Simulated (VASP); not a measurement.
# Ta3Br (Pm-3m) in VASP: notebook

Runs on Ta3Br. Level: PBE. Tasks: relaxation of cell and atoms, single point.

All numbers are computed with VASP 6.6.1; they aren't measurements. Logs are shortened: lines on timing, memory, paths and dates and some standing lists are left out, and cuts for length are marked.

## Step 1: The cell of the first run

Symmetry: Pm-3m, No. 221, cubic system. The conventional cell has a = 4.270 Å, b = 4.270 Å, c = 4.270 Å, α = 90.00°, β = 90.00°, γ = 90.00°. Within 4.0 Å of Ta (site symmetry 4/mmm) lie 8 Ta at 3.02 Å and 4 Br at 3.02 Å. Br (site symmetry m-3m) has 12 Ta at 3.02 Å within 4.0 Å.

## Step 2: Relaxation of cell and atoms, PBE

Input file INCAR:

```
  PREC = Accurate
  ENCUT = 500
  EDIFF = 1E-7
  ISMEAR = 0
  SIGMA = 0.1
  LREAL = False
  LASPH = True
  NELM = 120
  ALGO = Normal
  ISIF = 3
  LWAVE = False
  LCHARG = False
  GGA = PE
  IBRION = 2
  NSW = 90
  EDIFFG = -0.04
  GGA_COMPAT = False
  NELMIN = 4
```

Input file KPOINTS:

```
Automatic mesh
0
Gamma
  4 4 4
```

Input file POSCAR:

```
Ta3Br
1.0
    4.2704980000      0.0000000000      0.0000000000
    0.0000000000      4.2704980000      0.0000000000
    0.0000000000      0.0000000000      4.2704980000
Ta Br
3 1
Direct
    0.0000000000      0.5000000000      0.5000000000
    0.5000000000      0.0000000000      0.5000000000
    0.5000000000      0.5000000000      0.0000000000
    0.0000000000      0.0000000000      0.0000000000
```

Potentials or basis: VASP PAW PBE potentials, release 64 (Ta_pv, Br).

On the command line:

```
$ cat potpaw_PBE.64/Ta_pv/POTCAR potpaw_PBE.64/Br/POTCAR > POTCAR
$ mpirun -np 1 vasp_std > vasp.out
```

OUTCAR:

```text
PREC = Accurate
   ENCUT = 500
   EDIFF = 1E-7
   ISMEAR = 0
   LREAL = False
   LASPH = True
   NELM = 120
   ISIF = 3
   GGA = PE
   IBRION = 2
   NSW = 90
   EDIFFG = -0.04
   NELMIN = 4

 ion  position               nearest neighbor table
   1  0.000  0.500  0.500-   2 3.02   3 3.02   4 3.02   3 3.02   4 3.02   2 3.02   4 3.02   4 3.02
                             2 3.02   3 3.02   3 3.02   2 3.02
   2  0.500  0.000  0.500-   1 3.02   3 3.02   4 3.02   3 3.02   4 3.02   1 3.02   3 3.02   3 3.02
                             1 3.02   4 3.02   4 3.02   1 3.02
   3  0.500  0.500  0.000-   1 3.02   2 3.02   4 3.02   1 3.02   2 3.02   2 3.02   4 3.02   2 3.02
                             1 3.02   4 3.02   1 3.02   4 3.02
   4  0.000  0.000  0.000-   1 3.02   2 3.02   3 3.02   1 3.02   2 3.02   1 3.02   3 3.02   1 3.02
                             2 3.02   3 3.02   2 3.02   3 3.02

  LATTYP: Found a simple cubic cell.
 ALAT       =     4.2704980000

  Lattice vectors:

 A1 = (   4.2704980000,   0.0000000000,   0.0000000000)
 A2 = (   0.0000000000,   4.2704980000,   0.0000000000)
 A3 = (   0.0000000000,   0.0000000000,   4.2704980000)

Analysis of symmetry for initial positions (statically):
=====================================================================
 Subroutine PRICEL returns:
 Original cell was already a primitive cell.

 Routine SETGRP: Setting up the symmetry group for a
 simple cubic supercell.

 Subroutine GETGRP returns: Found 48 space group operations
 (whereof 48 operations were pure point group operations)
 out of a pool of 48 trial point group operations.

The static configuration has the point symmetry O_h .

Analysis of symmetry for dynamics (positions and initial velocities):
=====================================================================
 Subroutine PRICEL returns:
 Original cell was already a primitive cell.

 Routine SETGRP: Setting up the symmetry group for a
 simple cubic supercell.

 Subroutine GETGRP returns: Found 48 space group operations
 (whereof 48 operations were pure point group operations)
 out of a pool of 48 trial point group operations.

The dynamic configuration has the point symmetry O_h .

 Subroutine INISYM returns: Found 48 space group operations
 (whereof 48 operations are pure point group operations),
 and found     1 'primitive' translations

----------------------------------------------------------------------------------------

                                     Primitive cell

  volume of cell :      77.8817

  direct lattice vectors                    reciprocal lattice vectors
     4.270498000  0.000000000  0.000000000     0.234164727  0.000000000  0.000000000
     0.000000000  4.270498000  0.000000000     0.000000000  0.234164727  0.000000000
     0.000000000  0.000000000  4.270498000     0.000000000  0.000000000  0.234164727

  length of vectors
     4.270498000  4.270498000  4.270498000     0.234164727  0.234164727  0.234164727

  position of ions in fractional coordinates (direct lattice)
     0.000000000  0.500000000  0.500000000
     0.500000000  0.000000000  0.500000000
     0.500000000  0.500000000  0.000000000
     0.000000000  0.000000000  0.000000000

  ion indices of the primitive-cell ions
   primitive index   ion index
                 1           1
                 2           2
                 3           3
                 4           4

----------------------------------------------------------------------------------------

 KPOINTS: Automatic mesh

Automatic generation of k-mesh.
 Grid dimensions read from file:
 generate k-points for:    4    4    4

 Generating k-lattice:

  Cartesian coordinates                     Fractional coordinates (reciprocal lattice)
     0.058541182  0.000000000  0.000000000     0.250000000  0.000000000  0.000000000
     0.000000000  0.058541182  0.000000000     0.000000000  0.250000000  0.000000000
     0.000000000  0.000000000  0.058541182     0.000000000  0.000000000  0.250000000

  Length of vectors
     0.058541182  0.058541182  0.058541182

  Shift w.r.t. Gamma in fractional coordinates (k-lattice)
     0.000000000  0.000000000  0.000000000

 Subroutine IBZKPT returns following result:
 ===========================================

 Found     10 irreducible k-points:

 Following reciprocal coordinates:
            Coordinates               Weight
  0.000000  0.000000  0.000000      1.000000
  0.250000  0.000000  0.000000      6.000000
  0.500000  0.000000  0.000000      3.000000
  0.250000  0.250000  0.000000     12.000000
  0.500000  0.250000  0.000000     12.000000
  0.500000  0.500000  0.000000      3.000000
  0.250000  0.250000  0.250000      8.000000
  0.500000  0.250000  0.250000     12.000000
  0.500000  0.500000  0.250000      6.000000
  0.500000  0.500000  0.500000      1.000000
   k-points           NKPTS =     10   k-points in BZ     NKDIM =     10   number of bands    NBANDS=     24
   number of dos      NEDOS =    301   number of ions     NIONS =      4
   total plane-waves  NPLWV =  32768
   dimension x,y,z NGX =    32 NGY =   32 NGZ =   32
   dimension x,y,z NGXF=    64 NGYF=   64 NGZF=   64
   ions per type =               3   1
   NGX,Y,Z   is equivalent  to a cutoff of  12.46, 12.46, 12.46 a.u.
   NGXF,Y,Z  is equivalent  to a cutoff of  24.91, 24.91, 24.91 a.u.
 SYSTEM =  unknown system
   PREC   = accura    normal or accurate (medium, high low for compatibility)
   ISTART =      0    job   : 0-new  1-cont  2-samecut
   ICHARG =      2    charge: 1-file 2-atom 10-const
   ISPIN  =      1    spin polarized calculation?
   LNONCOLLINEAR =      F non collinear calculations
   LSORBIT =      F    spin-orbit coupling
   LASPH  =      T    aspherical Exc in radial PAW
   ENCUT  =  500.0 eV  36.75 Ry    6.06 a.u.   7.79  7.79  7.79*2*pi/ulx,y,z
   NELM   =    120;   NELMIN=  4; NELMDL= -5     # of ELM steps
   EDIFF  = 0.1E-06   stopping-criterion for ELM
   LREAL  =      F    real-space projection
   EDIFFG = -.4E-01   stopping-criterion for IOM
   NSW    =     90    number of steps for IOM
   IBRION =      2    ionic relax: 0-MD 1-quasi-New 2-CG
   NFREE  =      1    steps in history (QN), initial steepest desc. (CG)
   ISIF   =      3    stress and relaxation
   ISYM   =      2    0-nonsym 1-usesym 2-fastsym
   POTIM  = 0.5000    time-step for ionic-motion
   TEBEG  =    0.0;   TEEND  =   0.0 temperature during run
   PSTRESS=    0.0 pullay stress
   NELECT =      40.0000    total number of electrons
   NUPDOWN=      -1.0000    fix difference up-down
   EMIN   =  10.00;   EMAX   =-10.00  energy-range for DOS
   EFERMI =   0.00;   METHOD = LEGACY
   ISMEAR =     0;   SIGMA  =   0.10  broadening in eV -4-tet -1-fermi 0-gaus
   EFERMI_NEDOS =   21; number of points for ismear=-14 and -15
   IALGO  =     38    algorithm
   IMIX   =      4    mixing-type and parameters
     AMIX     =   0.40;   BMIX     =  1.00
     AMIX_MAG =   1.60;   BMIX_MAG =  1.00
  volume/ion in A,a.u.               =      19.47       131.39
  Fermi-wavevector in a.u.,A,eV,Ry     =   1.311041  2.477508 23.386085  1.718829
  Thomas-Fermi vector in A             =   2.441530
   LORBIT       =      0    0 simple, 1 ext, 2 COOP (PROOUT), +10 PAW based schemes
   GGA     = PE    functional components
   LHFCALC =     F    Hartree Fock is set to
   AEXX    =    0.0000 exact exchange contribution
   IVDW    =     0    specifies the selected vdW correction
   LEPSILON=     F    determine dielectric tensor
   LRPA    =     F    only Hartree local field effects (RPA)
 conjugate gradient relaxation of ions
 non-spin polarized calculation
 Gauss-broadening in eV      SIGMA  =   0.10
  energy-cutoff  :      500.00
  volume of cell :       77.88
 maximum number of plane-waves:      2000
 NGX is ok and might be reduce to    32
   NGX = 15   NGY = 15   NGZ = 15

--------------------------------------- Ionic step        1  -------------------------------------------

 number of electron      39.9999985 magnetization

 Free energy of the ion-electron system (eV)
  ---------------------------------------------------
  ext. energy  EPLUGINS =         0.00000000
  ---------------------------------------------------
  free energy    TOTEN  =       -33.65914707 eV

  energy without entropy =      -33.64623349  energy(sigma->0) =      -33.65269028

------------------------ aborting loop because EDIFF is reached ----------------------------------------

  FORCE on cell =-STRESS in cart. coord.  units (eV):
  Direction    XX          YY          ZZ          XY          YZ          ZX
  --------------------------------------------------------------------------------------
  -------------------------------------------------------------------------------------
  Total       -2.0343450     -2.0343450     -2.0343450      0.0000000      0.0000000     -0.0000000
  in kB      -41.8504003    -41.8504003    -41.8504003      0.0000000      0.0000000     -0.0000000
  external PRESSURE =     -41.8504003 kB  Pullay stress =       0.0000000 kB
[... 61 lines left out ...]
  energy  without entropy=      -33.6084450741  energy(sigma->0) =      -33.61780392

--------------------------------------- Ionic step        3  -------------------------------------------

 number of electron      39.9999990 magnetization

 Free energy of the ion-electron system (eV)
  ---------------------------------------------------
  ext. energy  EPLUGINS =         0.00000000
  ---------------------------------------------------
  free energy    TOTEN  =       -33.69118772 eV

  energy without entropy =      -33.67604060  energy(sigma->0) =      -33.68361416

 E-fermi :   6.4931     XC(G=0): -12.0422

 val. band max:        6.4462782580   @ k =   0.5000   0.0000   0.0000
 cond. band min:       6.5557721696   @ k =   0.5000   0.2500   0.0000
 fundamental gap:      0.1094939116
 Fermi energy:         6.4931373827

 k-point     1 :       0.0000    0.0000    0.0000
  band No.  band energies     occupation
      1     -28.2560      2.00000
      2     -28.2560      2.00000
      3     -28.2560      2.00000
      4     -27.9128      2.00000
      5     -27.9128      2.00000
      6     -27.9128      2.00000
[... 290 lines left out ...]
  FREE ENERGIE OF THE ION-ELECTRON SYSTEM (eV)
  ---------------------------------------------------
  free  energy   TOTEN  =       -33.6911877231 eV

  energy  without entropy=      -33.6760406011  energy(sigma->0) =      -33.68361416

 reached required accuracy - stopping structural energy minimisation
```

It took 50 s on 1 thread of Oxide Virtual Turin-like, shared host; peak memory 0.15 GiB.

What came out:

* Free energy: -33.6912 eV
* Relaxed volume: 18.88 Å³/atom
* Relaxed cell: a = 4.227 Å, b = 4.227 Å, c = 4.227 Å, α = 90.00°, β = 90.00°, γ = 90.00°
* Space group after relaxing (to 0.1 Å): Pm-3m (No. 221)
* Energy gained by relaxing: 8.0 meV/atom
* Ionic steps: 3
* Pressure after relaxing: 0.0 GPa
* Band gap on the k mesh: zero (bands 20 and 21 overlap by 0.24 eV)

The path:
```tsv
step	energy change (eV)	largest force (eV/Å)	pressure (GPa)	volume (Å³)
1	0.0000	0.0000	-4.19	77.88
2	0.0320	0.0000	6.67	72.29
3	-0.0320	0.0000	-0.04	75.51
```

Final structure:
```xyz
4
Lattice="4.2266 0.0000 0.0000 0.0000 4.2266 0.0000 0.0000 0.0000 4.2266" Properties=species:S:1:pos:R:3 pbc="T T T"
Ta    0.0000    2.1133    2.1133
Ta    2.1133    0.0000    2.1133
Ta    2.1133    2.1133    0.0000
Br    0.0000    0.0000    0.0000
```

Levels at points of the mesh, in eV from the Fermi level:
| k point | band 18 | band 19 | band 20 | band 21 | band 22 | band 23 |
| --- | --- | --- | --- | --- | --- | --- |
| (0.00, 0.00, 0.00) | -2.81 | -2.81 | -2.23 | 1.40 | 1.40 | 1.40 |
| (0.50, 0.00, 0.00) | -0.57 | -0.39 | -0.39 | -0.05 | 0.67 | 0.67 |
| (0.50, 0.50, 0.00) | -0.25 | -0.25 | 0.20 | 0.80 | 0.89 | 0.89 |
| (0.50, 0.50, 0.50) | -0.15 | -0.15 | -0.15 | 0.55 | 1.17 | 1.17 |

Caveat: the k points lie up to 0.37 Å⁻¹ apart in the final cell; spin-orbit coupling is left out, which moves the levels of the heavy elements.

## Step 3: Single point, PBE

This run uses another cell than the first one, of 18.78 Å³/atom.

Input file INCAR:

```
PREC = Accurate
ENCUT = 500
EDIFF = 1E-6
ISMEAR = 0
SIGMA = 0.1
LREAL = F
LASPH = T
NELM = 120
ALGO = Normal
ISIF = 2
LWAVE = F
LCHARG = F
GGA = PE
NBANDS = 28
GGA_COMPAT = F
```

Input file KPOINTS:

```
Automatic mesh
0
Gamma
  12 12 12
```

Input file POSCAR:

```
Ta3Br
1.0
    4.2195872690      0.0000000000      0.0000000000
    0.0000000000      4.2195872690      0.0000000000
    0.0000000000      0.0000000000      4.2195872690
Ta Br
3 1
Direct
    0.0000000000      0.5000000000      0.5000000000
    0.5000000000      0.0000000000      0.5000000000
    0.5000000000      0.5000000000      0.0000000000
    0.0000000000      0.0000000000      0.0000000000
```

Potentials or basis: VASP PAW PBE potentials, release 64 (Ta_pv, Br).

On the command line:

```
$ cat potpaw_PBE.64/Ta_pv/POTCAR potpaw_PBE.64/Br/POTCAR > POTCAR
$ mpirun -np 1 vasp_std > vasp.out
```

Run time: 2.7 min. Hardware: 1 thread of Oxide Virtual Turin-like, shared host; peak memory 0.23 GiB.

It converged, with:

| Item | Value |
| --- | --- |
| Free energy | -33.8414 eV |
| Pressure | 0.0 GPa |
| Band gap on the k mesh | zero (bands 20 and 21 overlap by 0.56 eV) |

Levels at points of the mesh, in eV from the Fermi level:
| k point | band 17 | band 18 | band 19 | band 20 | band 21 | band 22 | band 23 | band 24 |
| --- | --- | --- | --- | --- | --- | --- | --- | --- |
| (0.00, 0.00, 0.00) | -3.02 | -3.02 | -3.02 | -2.41 | 1.23 | 1.23 | 1.23 | 3.75 |
| (0.50, 0.00, 0.00) | -1.87 | -0.75 | -0.57 | -0.57 | -0.24 | 0.49 | 0.49 | 0.99 |
| (0.50, 0.50, 0.00) | -1.61 | -0.44 | -0.44 | 0.01 | 0.63 | 0.72 | 0.72 | 1.17 |
| (0.50, 0.50, 0.50) | -0.92 | -0.33 | -0.33 | -0.33 | 0.38 | 0.99 | 0.99 | 0.99 |

Caveat: spin-orbit coupling is left out, which moves the levels of the heavy elements.

## Step 4: Relaxation of cell and atoms, PBE

This run uses another cell than the first one, of 18.92 Å³/atom.

Input file INCAR:

```
SYSTEM = Ta3Br
PREC = Accurate
ENCUT = 500
EDIFF = 1E-7
ISMEAR = 0
SIGMA = 0.1
LREAL = .False.
LASPH = .True.
NELM = 120
ALGO = Normal
ISIF = 3
LWAVE = .False.
LCHARG = .False.
GGA = PE
IBRION = 2
NSW = 100
EDIFFG = -0.01
GGA_COMPAT = .False.
NELMIN = 4
```

Input file KPOINTS:

```
Automatic mesh
0
Gamma
  12 12 12
  0 0 0
```

Input file POSCAR:

```
Ta3Br
1.0
    4.2296978741      0.0000000000      0.0000000000
    0.0000000000      4.2296978741      0.0000000000
    0.0000000000      0.0000000000      4.2296978741
Ta Br
3 1
Direct
    0.0000000000      0.5000000000      0.5000000000
    0.5000000000      0.0000000000      0.5000000000
    0.5000000000      0.5000000000      0.0000000000
    0.0000000000      0.0000000000      0.0000000000
```

On the command line:

```
$ cat potpaw_PBE.64/Ta_pv/POTCAR potpaw_PBE.64/Br/POTCAR > POTCAR
$ mpirun -np 1 vasp_std > vasp.out
```

It took 5.4 min on 1 thread of Oxide Virtual Turin-like, shared host; peak memory 0.24 GiB.

It converged, with:

* Free energy: -33.8415 eV
* Relaxed volume: 18.78 Å³/atom
* Relaxed cell: a = 4.220 Å, b = 4.220 Å, c = 4.220 Å, α = 90.00°, β = 90.00°, γ = 90.00°
* Space group after relaxing (to 0.1 Å): Pm-3m (No. 221)
* Energy gained by relaxing: 0.4 meV/atom
* Ionic steps: 3
* Pressure after relaxing: 0.0 GPa
* Band gap on the k mesh: zero (bands 20 and 21 overlap by 0.56 eV)

Step by step:
| step | energy change (eV) | largest force (eV/Å) | pressure (GPa) | volume (Å³) |
| --- | --- | --- | --- | --- |
| 1 | 0.0000 | 0.0000 | -1.01 | 75.67 |
| 2 | 0.0019 | 0.0000 | 1.51 | 74.38 |
| 3 | -0.0017 | 0.0000 | 0.01 | 75.14 |

Final structure:
```yaml
crystal:
  lattice:
    - [4.21979, 0.00000, 0.00000]
    - [0.00000, 4.21979, 0.00000]
    - [0.00000, 0.00000, 4.21979]
  atoms:
    - { symbol: Ta, position: [0.00000, 0.50000, 0.50000] }
    - { symbol: Ta, position: [0.50000, 0.00000, 0.50000] }
    - { symbol: Ta, position: [0.50000, 0.50000, 0.00000] }
    - { symbol: Br, position: [0.00000, 0.00000, 0.00000] }
```

Levels at points of the mesh, in eV from the Fermi level:
```csv
k point,band 17,band 18,band 19,band 20,band 21,band 22,band 23,band 24
"(0.00, 0.00, 0.00)",-3.02,-3.02,-3.02,-2.41,1.23,1.23,1.23,3.75
"(0.50, 0.00, 0.00)",-1.87,-0.75,-0.57,-0.57,-0.24,0.49,0.49,0.99
"(0.50, 0.50, 0.00)",-1.61,-0.44,-0.44,0.01,0.63,0.72,0.72,1.17
"(0.50, 0.50, 0.50)",-0.92,-0.33,-0.33,-0.33,0.38,0.99,0.99,0.99
```

Caveat: spin-orbit coupling is left out, which moves the levels of the heavy elements.

## Step 5: The runs side by side

| task | cell | k mesh | gap on the mesh (eV) | pressure (GPa) | relaxed volume (Å³/atom) |
| --- | --- | --- | --- | --- | --- |
| relaxation of cell and atoms | relaxed from a = 4.270 Å, 4 atoms | 4 × 4 × 4 | none | 0.0 | 18.88 |
| single point | a = 4.220 Å, 4 atoms | 12 × 12 × 12 | none | 0.0 | - |
| relaxation of cell and atoms | relaxed from a = 4.230 Å, 4 atoms | 12 × 12 × 12 | none | 0.0 | 18.78 |

Alike in all rows: level PBE; potentials or basis VASP PAW PBE potentials, release 64 (Ta_pv, Br); no spin polarisation; cutoff (eV) 500; smearing gaussian 0.1 eV.

Caveats: some runs use coarse meshes; spin-orbit coupling is left out, which moves the levels of the heavy elements.

Total energies depend on the potentials used, so only differences within one code and one set of settings carry meaning.

The gap in the log of VASP goes by the Fermi energy; the results here count the filled bands.